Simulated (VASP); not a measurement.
Al2Cu, 3 atoms in the cell. Symmetry: P4mm, No. 99, tetragonal system. The conventional cell has a = 4.084 Å, b = 4.084 Å, c = 2.846 Å, α = 90.00°, β = 90.00°, γ = 90.00°. Al (site symmetry 2mm) has 4 Cu at 2.33 to 2.67 Å and 6 Al at 2.85 to 2.89 Å within 3.1 Å. Within 3.1 Å of Cu (site symmetry 4mm) lie 8 Al at 2.33 to 2.67 Å and 2 Cu at 2.85 Å.  This cell differs from its parent crystal: atom 3 (Cu) moved by (+0.000, -0.300) A along [1 1 0] and z.

| Property | Result |
| --- | --- |
| Program | VASP 6.6.1 |
| Task | single point |
| Functional | PBEsol |
| Potentials or basis | VASP PAW PBE potentials, release 64 (Al, Cu) |
| Cutoff | 520 eV |
| k mesh | 12 × 12 × 16 |
| Occupations | gaussian, width 0.15 eV |
| Spin | no spin polarisation |
| Dipole correction | no |
| Further INCAR settings | ALGO = Fast; EDIFF = 1e-06; NBANDS = 16 |

Potentials or basis: VASP PAW PBE potentials, release 64 (Al, Cu).

Launch:

```bash
$ cat potpaw_PBE.64/Al/POTCAR potpaw_PBE.64/Cu/POTCAR > POTCAR
$ mpirun -np 1 vasp_std > vasp.out
```

Hardware: 1 thread of Intel(R) Xeon(R) 6975P-C (Granite Rapids), on a shared host.

Q: Estimate the wall time of this run.

A: Wall time 86 s on 1 thread of Intel(R) Xeon(R) 6975P-C (Granite Rapids), with other jobs on the host, peak memory 0.29 GiB. Counts: scf iterations 17, k points 252.
